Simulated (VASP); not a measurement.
Set up this calculation in VASP 6.6.1, as the native input.

```yaml
Task: single point
Functional: PBE0
Potentials_or_basis: VASP PAW PBE potentials, release 64 (B)
Cutoff: 520 eV
k_mesh: 7 × 7 × 7
Occupations: fermi-dirac, width 0.05 eV
Spin: no spin polarisation
Dipole_correction: no
Grid_for_exact_exchange_PRECFOCK: Normal
Further_INCAR_settings: ALGO = Normal; EDIFF = 1e-06; NBANDS = 8
```

The system is B.

```
B
1.0
     1.89773    0.00000    0.00000
     0.00000    1.89773    0.00000
     0.00000    0.00000    1.89773
B
1
Direct
  0.50000 0.50000 0.50000
```

The input as run:

POSCAR

```
B
1.0
    1.8977253970      0.0000000000      0.0000000000
    0.0000000000      1.8977253970      0.0000000000
    0.0000000000      0.0000000000      1.8977253970
B
1
Direct
    0.5000000000      0.5000000000      0.5000000000
```

INCAR.step1

```
ALGO = Normal ; EDIFF = 1E-5
ENCUT = 520 ; GGA = PE
ISIF = 2 ; ISMEAR = -1
LASPH = True ; LREAL = False
LWAVE = True ; NBANDS = 8
NELM = 60 ; PREC = Accurate
SIGMA = 0.05
```

INCAR.step2

```
AEXX = 0.25 ; ALGO = Normal
EDIFF = 1E-6 ; ENCUT = 520
GGA = PE ; ISIF = 2
ISMEAR = -1 ; ISTART = 1
LASPH = True ; LCHARG = True
LELF = True ; LHFCALC = True
LREAL = False ; LVHAR = True
LWAVE = False ; NBANDS = 8
NELM = 60 ; PREC = Accurate
PRECFOCK = Normal ; SIGMA = 0.05
```

KPOINTS

```
k-points
0
Gamma
  7 7 7
```

Potentials or basis: VASP PAW PBE potentials, release 64 (B).

The run is started by

```sh
$ cat potpaw_PBE.64/B/POTCAR > POTCAR
$ cp INCAR.step1 INCAR
$ mpirun -np 1 vasp_std > vasp.out
$ cp INCAR.step2 INCAR
$ mpirun -np 1 vasp_std > vasp.out
```

Results of the run:

```
Pressure : -9.7 GPa
```

Caveat: the k points lie up to 0.47 Å⁻¹ apart; the PAW data sets were made with another functional, which shifts forces and pressure a little.

It took 89 s on 1 thread of AMD EPYC 7R13 (shared host), peak memory 0.08 GiB.
